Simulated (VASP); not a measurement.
Set up this calculation in VASP 6.6.1, as the native input.

```
Task                   : single point
Functional             : r2SCAN
Potentials or basis    : VASP PAW PBE potentials, release 64 (Hg, Te)
Cutoff                 : 520 eV
k mesh                 : 12 × 12 × 8
Occupations            : gaussian, width 0.15 eV
Spin                   : no spin polarisation
Dipole correction      : no
Further INCAR settings : ALGO = Normal; EDIFF = 1e-07; NBANDS = 26
```

Crystal: HgTe.

```xyz
4
Lattice="2.6581 -3.7314 0.0000 2.6581 3.7314 0.0000 0.0000 0.0000 5.8547" Properties=species:S:1:pos:R:3 pbc="T T T"
Hg    2.6581    1.3169    4.3910
Hg    2.6581   -1.3169    1.4637
Te    2.6581   -2.0153    4.3910
Te    2.6581    2.0153    1.4637
```

This cell differs from its parent crystal: strain -0.1000 x Voigt [1, -1, 0, 0, 0, 0].

One way to write it, as run:

POSCAR

```
HgTe
1.0
    2.6581381986     -3.7313565167      0.0000000000
    2.6581381986      3.7313565167      0.0000000000
    0.0000000000      0.0000000000      5.8546929393
Hg Te
2 2
Direct
    0.3235324480      0.6764675520      0.7500000000
    0.6764675520      0.3235324480      0.2500000000
    0.7700436172      0.2299563828      0.7500000000
    0.2299563828      0.7700436172      0.2500000000
```

INCAR.step1

```
PREC = Accurate ; ENCUT = 520
ISMEAR = 0 ; SIGMA = 0.15
LREAL = F ; LASPH = T
NELM = 80 ; NBANDS = 26
GGA = PE ; ALGO = Normal
EDIFF = 1E-4 ; LWAVE = T
LCHARG = F
```

INCAR.step2

```
PREC = Accurate ; ENCUT = 520
EDIFF = 1E-7 ; ISMEAR = 0
SIGMA = 0.15 ; LREAL = F
LASPH = T ; NELM = 80
ALGO = Normal ; ISIF = 2
LWAVE = F ; LCHARG = F
METAGGA = R2SCAN ; LMIXTAU = T
NBANDS = 26 ; ISTART = 1
```

KPOINTS

```
Automatic mesh
0
Gamma
  12 12 8
```

Potentials or basis: VASP PAW PBE potentials, release 64 (Hg, Te).

The run is started by

```sh
$ cat potpaw_PBE.64/Hg/POTCAR potpaw_PBE.64/Te/POTCAR > POTCAR
$ cp INCAR.step1 INCAR
$ mpirun -np 1 vasp_std > vasp.out
$ cp INCAR.step2 INCAR
$ mpirun -np 1 vasp_std > vasp.out
```

Results of the run:

```json
{
  "Pressure": "6.2 GPa",
  "Largest force": "0.486 eV/Å",
  "Band gap on the k mesh": "zero (bands 18 and 19 overlap by 2.36 eV)"
}
```

Caveat: the cell differs from its parent crystal (strain -0.1000 x Voigt [1, -1, 0, 0, 0, 0]); the stress differs along the axes, from -1 to 16 GPa; the PAW data sets were made with another functional, which shifts forces and pressure a little; spin-orbit coupling is left out, which moves the levels of the heavy elements.

Wall time 69 min on 1 thread of Oxide Virtual Turin-like Processor, on a shared host, peak memory 0.64 GiB.
